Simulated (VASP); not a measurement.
# C (R-3m) in VASP: a series of runs, part 2 of 2

VASP 6.6.1. The steps go on from the part before.

**3. Single point, r2SCAN**

File POSCAR:

```
C
1.0
    1.2375965868      0.7145267225      3.6273634681
   -1.2375965868      0.7145267225      3.6273634681
    0.0000000000     -1.4290534451      3.6273634681
C
2
Direct
    0.8333310289      0.8333310289      0.8333310289
    0.1666689711      0.1666689711      0.1666689711
```

File INCAR.step1:

```
PREC     = Accurate       # precision mode
ENCUT    = 520            # plane-wave cutoff, eV
ISMEAR   = 0              # smearing method
SIGMA    = 0.01           # smearing width, eV
LREAL    = False          # projectors in reciprocal space
LASPH    = True           # aspherical terms in the spheres
NELM     = 80             # most SCF steps
NBANDS   = 11             # bands
GGA      = PE             # functional
ALGO     = Normal         # electronic algorithm
EDIFF    = 1E-4           # SCF threshold, eV
LWAVE    = True           # write WAVECAR
LCHARG   = False          # write CHGCAR
```

File INCAR.step2:

```
PREC     = Accurate       # precision mode
ENCUT    = 520            # plane-wave cutoff, eV
EDIFF    = 1E-6           # SCF threshold, eV
ISMEAR   = 0              # smearing method
SIGMA    = 0.01           # smearing width, eV
LREAL    = False          # projectors in reciprocal space
LASPH    = True           # aspherical terms in the spheres
NELM     = 80             # most SCF steps
ALGO     = Normal         # electronic algorithm
ISIF     = 2              # what is computed and relaxed
LWAVE    = False          # write WAVECAR
LCHARG   = False          # write CHGCAR
METAGGA  = R2SCAN         # meta-GGA
LMIXTAU  = True         
NBANDS   = 11             # bands
ISTART   = 1
```

File KPOINTS:

```
Automatic mesh
0
Gamma
  10 10 10
```

Potentials or basis: VASP PAW PBE potentials, release 64 (C).

On the command line:

```console
$ cat potpaw_PBE.64/C/POTCAR > POTCAR
$ cp INCAR.step1 INCAR
$ mpirun -np 1 vasp_std > vasp.out
$ cp INCAR.step2 INCAR
$ mpirun -np 1 vasp_std > vasp.out
```

OUTCAR:

```text
PREC = Accurate
   ENCUT = 520
   EDIFF = 1E-6
   ISMEAR = 0
   LREAL = False
   LASPH = True
   NELM = 80
   ISIF = 2
   METAGGA = R2SCAN
   ISTART = 1

 ion  position               nearest neighbor table
   1  0.833  0.833  0.833-   2 1.43   2 1.43   2 1.43
   2  0.167  0.167  0.167-   1 1.43   1 1.43   1 1.43

  LATTYP: Found a trigonal (rhomboedric) cell.
 ALAT       =     3.8987125412
 COS(alpha) =     0.7984671849

  Lattice vectors:

 A1 = (   1.2375965868,   0.7145267225,   3.6273634681)
 A2 = (  -1.2375965868,   0.7145267225,   3.6273634681)
 A3 = (   0.0000000000,  -1.4290534451,   3.6273634681)

Analysis of symmetry for initial positions (statically):
=====================================================================
 Subroutine PRICEL returns:
 Original cell was already a primitive cell.

 Routine SETGRP: Setting up the symmetry group for a
 trigonal (rhombohedral) supercell.

 Subroutine GETGRP returns: Found 12 space group operations
 (whereof 12 operations were pure point group operations)
 out of a pool of 12 trial point group operations.

The static configuration has the point symmetry D_3d.

Analysis of symmetry for dynamics (positions and initial velocities):
=====================================================================
 Subroutine PRICEL returns:
 Original cell was already a primitive cell.

 Routine SETGRP: Setting up the symmetry group for a
 trigonal (rhombohedral) supercell.

 Subroutine GETGRP returns: Found 12 space group operations
 (whereof 12 operations were pure point group operations)
 out of a pool of 12 trial point group operations.

The dynamic configuration has the point symmetry D_3d.

 Subroutine INISYM returns: Found 12 space group operations
 (whereof 12 operations are pure point group operations),
 and found     1 'primitive' translations

----------------------------------------------------------------------------------------
[... 119 lines left out ...]
   LHFCALC =     F    Hartree Fock is set to
   AEXX    =    0.0000 exact exchange contribution
   IVDW    =     0    specifies the selected vdW correction
   LEPSILON=     F    determine dielectric tensor
   LRPA    =     F    only Hartree local field effects (RPA)
 non-spin polarized calculation
 Gauss-broadening in eV      SIGMA  =   0.01
  energy-cutoff  :      520.00
  volume of cell :       19.25
 maximum number of plane-waves:       530
 NGX is ok and might be reduce to    30
   NGX = 15   NGY = 15   NGZ = 15

 number of electron       8.0000000 magnetization

 Free energy of the ion-electron system (eV)
  ---------------------------------------------------
  ext. energy  EPLUGINS =         0.00000000
  ---------------------------------------------------
  free energy    TOTEN  =       -19.87321157 eV

  energy without entropy =      -19.87321157  energy(sigma->0) =      -19.87321157

 E-fermi :   3.2248     XC(G=0): -10.5353

 val. band max:        3.1779144963   @ k =  -0.3000   0.3000   0.0000
 cond. band min:       4.7499761118   @ k =  -0.3000   0.3000   0.0000
 fundamental gap:      1.5720616156
 Fermi energy:         3.2247811920

 k-point     1 :       0.0000    0.0000    0.0000
  band No.  band energies     occupation
      1     -16.8380      2.00000
      2      -3.3649      2.00000
      3       0.6730      2.00000
      4       0.6730      2.00000
      5       7.7907      0.00000
      6      12.4810      0.00000
      7      12.4810      0.00000
      8      16.0475      0.00000
      9      16.6551      0.00000
     10      27.6149      0.00000
     11      27.8972      0.00000
[... 309 lines left out ...]
 k-point    24 :       0.4000    0.3000   -0.0000
  band No.  band energies     occupation
      1     -13.6094      2.00000
      2      -6.6679      2.00000
      3      -3.0975      2.00000
      4      -0.4147      2.00000
      5       8.2127      0.00000
      6      12.6497      0.00000
      7      13.4889      0.00000
      8      19.4617      0.00000
      9      20.3446      0.00000
     10      23.7333      0.00000
     11      26.9565      0.00000

 [... further k-points ...]

------------------------ aborting loop because EDIFF is reached ----------------------------------------

  FORCE on cell =-STRESS in cart. coord.  units (eV):
  Direction    XX          YY          ZZ          XY          YZ          ZX
  --------------------------------------------------------------------------------------
  -------------------------------------------------------------------------------------
  Total       -0.9689628     -0.9689628     -0.0502055      0.0000000      0.0000000      0.0000000
  in kB      -80.6636366    -80.6636366     -4.1794807      0.0000000      0.0000000      0.0000000
  external PRESSURE =     -55.1689180 kB  Pullay stress =       0.0000000 kB

 VOLUME and BASIS-vectors are now :
 -----------------------------------------------------------------------------
  energy-cutoff  :      520.00
  volume of cell :       19.25
      direct lattice vectors                 reciprocal lattice vectors
     1.237596587  0.714526723  3.627363468     0.404008871  0.233254631  0.091894109
    -1.237596587  0.714526723  3.627363468    -0.404008871  0.233254631  0.091894109
     0.000000000 -1.429053445  3.627363468     0.000000000 -0.466509261  0.091894109

 POSITION                                       TOTAL-FORCE (eV/Angst)
 -----------------------------------------------------------------------------------
      0.00000     -0.00000      9.06838         0.000000     -0.000000      0.000072
      0.00000     -0.00000      1.81371         0.000000      0.000000     -0.000072
 -----------------------------------------------------------------------------------
    total drift:                               -0.000000     -0.000000      0.000000

  FREE ENERGIE OF THE ION-ELECTRON SYSTEM (eV)
  ---------------------------------------------------
  free  energy   TOTEN  =       -19.8732115679 eV

  energy  without entropy=      -19.8732115679  energy(sigma->0) =      -19.87321157
```

OSZICAR.step1:

```text
N       E                     dE             d eps       ncg     rms          rms(c)
DAV:   1     0.771680197197E+01    0.77168E+01   -0.44423E+03  2624   0.653E+02
DAV:   2    -0.188854828029E+02   -0.26602E+02   -0.24979E+02  3312   0.133E+02
DAV:   3    -0.196081706514E+02   -0.72269E+00   -0.72138E+00  3158   0.187E+01
DAV:   4    -0.196114217281E+02   -0.32511E-02   -0.32509E-02  2976   0.155E+00
DAV:   5    -0.196114364056E+02   -0.14678E-04   -0.14677E-04  3281   0.936E-02    0.622E+00
DAV:   6    -0.187282931950E+02    0.88314E+00   -0.72667E-01  2966   0.495E+00    0.363E+00
DAV:   7    -0.184414690611E+02    0.28682E+00   -0.86022E-01  3026   0.542E+00    0.101E+00
DAV:   8    -0.184459250671E+02   -0.44560E-02   -0.22848E-02  2856   0.947E-01    0.133E-01
DAV:   9    -0.184456194087E+02    0.30566E-03   -0.64420E-04  3074   0.158E-01    0.649E-02
DAV:  10    -0.184457028428E+02   -0.83434E-04   -0.19797E-04  2840   0.938E-02
   1 F= -.18445703E+02 E0= -.18445703E+02  d E =-.292420E-21
```

Run time: 90 s. Hardware: 1 thread of Intel Xeon Platinum 8559C (Emerald Rapids), shared host; peak memory 0.16 GiB.

Results:

```
Free energy            : -19.8732 eV
Pressure               : -5.5 GPa
Band gap on the k mesh : 1.57 eV, direct
```

Stress tensor (GPa, compression positive):
```
-8.07  0.00  0.00
 0.00 -8.07  0.00
 0.00  0.00 -0.42
```

Caveat: the PAW data sets were made with another functional, which shifts forces and pressure a little. A k mesh can miss the band edges.

**4. Single point, PBEsol**

This run uses another cell than the first one, of 9.43 Å³/atom, 0.980 times its volume.

File INCAR:

```
SYSTEM = C
  ALGO = Normal
  EDIFF = 1E-7
  ENCUT = 520
  GGA = PS
  ISIF = 2
  ISMEAR = -1
  LASPH = .TRUE.
  LCHARG = .FALSE.
  LREAL = .FALSE.
  LWAVE = .FALSE.
  NBANDS = 11
  NELM = 100
  PREC = Accurate
  SIGMA = 0.05
```

File KPOINTS:

```
k-points
0
G
  18 18 18
  0 0 0
```

File POSCAR:

```
C
1.0
    1.2294542683      0.7098257527      3.6034985439
   -1.2294542683      0.7098257527      3.6034985439
    0.0000000000     -1.4196515055      3.6034985439
C
2
Direct
    0.8333594182      0.8333594182      0.8333594182
    0.1666405818      0.1666405818      0.1666405818
```

On the command line:

```console
$ cat potpaw_PBE.64/C/POTCAR > POTCAR
$ mpirun -np 1 vasp_std > vasp.out
```

Wall time 2 min (1 thread of Intel Xeon Platinum 8559C (Emerald Rapids), shared host); peak memory 0.23 GiB.

Results (log left out):

```
Free energy            : -19.2902 eV
Pressure               : 0.6 GPa
Band gap on the k mesh : 0.43 eV, direct
```

Stress tensor (GPa, compression positive):
```
 0.97  0.00  0.00
 0.00  0.97  0.00
 0.00  0.00 -0.04
```

Levels at points of the mesh, in eV from the valence-band top:
| k point | band 2 | band 3 | band 4 | band 5 | band 6 | band 7 |
| --- | --- | --- | --- | --- | --- | --- |
| (0.00, 0.00, 0.00) | -6.76 | -2.77 | -2.77 | 3.76 | 8.59 | 8.59 |
| (0.50, 0.00, 0.00) | -13.08 | -6.18 | -1.92 | 2.12 | 7.78 | 11.59 |
| (0.50, 0.50, 0.00) | -13.04 | -6.21 | -2.40 | 1.59 | 7.54 | 12.84 |
| (0.50, 0.50, 0.50) | -8.14 | -2.77 | -2.77 | 8.56 | 8.56 | 9.00 |

Caveat: the PAW data sets were made with another functional, which shifts forces and pressure a little. A k mesh can miss the band edges.

**5. Overview**

| level | cell | k mesh | smearing | gap on the mesh (eV) | pressure (GPa) |
| --- | --- | --- | --- | --- | --- |
| PBEsol | a = 3.899 Å, angles 37.0°, 2 atoms | 10 × 10 × 10 | gaussian 0.01 eV | 1.47 | -4.4 |
| r2SCAN | a = 3.899 Å, angles 37.0°, 2 atoms | 10 × 10 × 10 | gaussian 0.01 eV | 1.57 | -5.5 |
| PBEsol | a = 3.873 Å, angles 37.0°, 2 atoms | 18 × 18 × 18 | fermi-dirac 0.05 eV | 0.43 | 0.6 |

Alike in all rows: task single point; potentials or basis VASP PAW PBE potentials, release 64 (C); no spin polarisation; cutoff (eV) 520.

Caveats: the PAW data sets were made with another functional, which shifts forces and pressure a little.

Total energies depend on the potentials used, so only differences within one code and one set of settings carry meaning.
